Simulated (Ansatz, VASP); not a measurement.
# Two plane-wave programs on MgZn3O4

INCAR

```
  ALGO = Normal
  EDIFF = 1E-6
  ENCUT = 750
  GGA = PS
  GGA_COMPAT = False
  ISIF = 2
  ISMEAR = 0
  LASPH = True
  LCHARG = False
  LREAL = Auto
  LWAVE = False
  NBANDS = 84
  NELM = 120
  PREC = Accurate
  SIGMA = 0.1
```

File KPOINTS:

```
k-points
0
Gamma
  4 3 3
```

Contents of POSCAR:

```
MgZn3O4
1.0
    0.0000000000      0.0000000000     -5.2022116200
    3.2471250000      5.6241854800      0.0000000000
    3.2471250000     -5.6241854800      0.0000000000
Mg Zn O
2 6 8
Direct
    0.5000000000      0.1666666700      0.3333333300
    0.0000000000      0.3333333300      0.6666666700
    0.5000000000      0.1666666700      0.8333333300
    0.5000000000      0.6666666700      0.3333333300
    0.5000000000      0.6666666700      0.8333333300
    0.0000000000      0.3333333300      0.1666666700
    0.0000000000      0.8333333300      0.6666666700
    0.0000000000      0.8333333300      0.1666666700
    0.6209900000      0.3333333300      0.6666666700
    0.6209900000      0.3333333300      0.1666666700
    0.6209900000      0.8333333300      0.6666666700
    0.6209900000      0.8333333300      0.1666666700
    0.1209900000      0.1666666700      0.3333333300
    0.1209900000      0.1666666700      0.8333333300
    0.1209900000      0.6666666700      0.3333333300
    0.1209900000      0.6666666700      0.8333333300
```

Input for Ansatz:

```yaml
crystal:
  lattice:
    - [0.0, 0.0, -5.20221162]
    - [3.247125, 5.62418548, 0.0]
    - [3.247125, -5.62418548, 0.0]
  atoms:
    - { symbol: Mg, position: [0.5, 0.16666667, 0.33333333] }
    - { symbol: Zn, position: [0.5, 0.16666667, 0.83333333] }
    - { symbol: Zn, position: [0.5, 0.66666667, 0.33333333] }
    - { symbol: Zn, position: [0.5, 0.66666667, 0.83333333] }
    - { symbol: Mg, position: [0.0, 0.33333333, 0.66666667] }
    - { symbol: Zn, position: [0.0, 0.33333333, 0.16666667] }
    - { symbol: Zn, position: [0.0, 0.83333333, 0.66666667] }
    - { symbol: Zn, position: [0.0, 0.83333333, 0.16666667] }
    - { symbol: O, position: [0.62099, 0.33333333, 0.66666667] }
    - { symbol: O, position: [0.62099, 0.33333333, 0.16666667] }
    - { symbol: O, position: [0.62099, 0.83333333, 0.66666667] }
    - { symbol: O, position: [0.62099, 0.83333333, 0.16666667] }
    - { symbol: O, position: [0.12099, 0.16666667, 0.33333333] }
    - { symbol: O, position: [0.12099, 0.16666667, 0.83333333] }
    - { symbol: O, position: [0.12099, 0.66666667, 0.33333333] }
    - { symbol: O, position: [0.12099, 0.66666667, 0.83333333] }
basis:
  ecutwfc: 420
kpoints:
  mp_grid: { grid: [4, 3, 3] }
hamiltonian:
  xc: pbesol
scf:
  occupations: { method: gaussian, width: 0.1 }
output:
  forces: true
  stress: true
  eigenvalues: true
```

Alike in both runs: task single point; functional PBEsol; k mesh 4 × 3 × 3; occupations gaussian, width 0.1 eV; no spin polarisation.

```csv
,VASP,Ansatz
version,VASP 6.6.1,Ansatz 0.2.0
potentials or method,"VASP PAW PBE potentials, release 64 (Mg_sv, Zn, O), cutoff 750 eV","scalar-relativistic, plane waves, PAW"
valence electrons in the cell,140,140
```

VASP gave:

* gap on the k mesh at the Fermi level (eV): 1.25
* least direct gap on the mesh (eV): 1.25
* pressure (GPa): -0.3
* rms of the force components (eV/Å): 0.073

Estimate Ansatz's values.

gap on the k mesh at the Fermi level (eV): 1.26; least direct gap on the mesh (eV): 1.26; pressure (GPa): -0.8; rms of the force components (eV/Å): 0.067.

VASP's potentials were made for PBE, not for PBEsol. With one functional, cell and mesh, what is left measures potentials, basis and numerics.
